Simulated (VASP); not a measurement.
A run of VASP 6.6.1 is set up as follows.

INCAR

```
ALGO = Normal ; EDIFF = 1E-7
EDIFFG = -0.04 ; ENCUT = 600
GGA = PE ; IBRION = 2
ISIF = 3 ; ISMEAR = 0
LASPH = T ; LCHARG = F
LREAL = F ; LWAVE = F
NELM = 60 ; NSW = 90
PREC = Accurate ; SIGMA = 0.1
```

The input KPOINTS:

```
k-points
0
Gamma
  4 4 4
```

POSCAR

```
Cs3SI
1.0
    6.2640379500      0.0000000000      0.0000000000
    0.0000000000      6.2640379500      0.0000000000
    0.0000000000      0.0000000000      6.2640379500
Cs S I
3 1 1
Direct
    0.0000000000      0.5000000000      0.5000000000
    0.5000000000      0.0000000000      0.5000000000
    0.5000000000      0.5000000000      0.0000000000
    0.5000000000      0.5000000000      0.5000000000
    0.0000000000      0.0000000000      0.0000000000
```

Potentials or basis: VASP PAW PBE potentials, release 64 (Cs_sv, S, I).

Command:

```console
$ cat potpaw_PBE.64/Cs_sv/POTCAR potpaw_PBE.64/S/POTCAR potpaw_PBE.64/I/POTCAR > POTCAR
$ mpirun -np 1 vasp_std > vasp.out
```

Question: What does it give for the space group after relaxing (to 0.1 Å)?

Answer: Pm-3m (No. 221).

Question: Predict the relaxed cell.

Answer: a = 6.708 Å, b = 6.708 Å, c = 6.708 Å, α = 90.00°, β = 90.00°, γ = 90.00°.

Question: Estimate the band gap on the k mesh.

Answer: 1.06 eV.

Question: Predict the relaxed volume.

Answer: 60.36 Å³/atom.

The path:
```
step  energy change (eV)  largest force (eV/Å)  pressure (GPa)  volume (Å³)
   1              0.0000                0.0000            2.87       245.79
   2             -0.3533                0.0000            0.81       278.44
   3             -0.3876                0.0000           -0.38       314.56
   4             -0.4049                0.0000           -0.04       301.80
```

Caveat: the volume moved by over 15 % at a fixed basis, so the end points are rough; spin-orbit coupling is left out, which moves the levels of the heavy elements. A k mesh can miss the band edges.
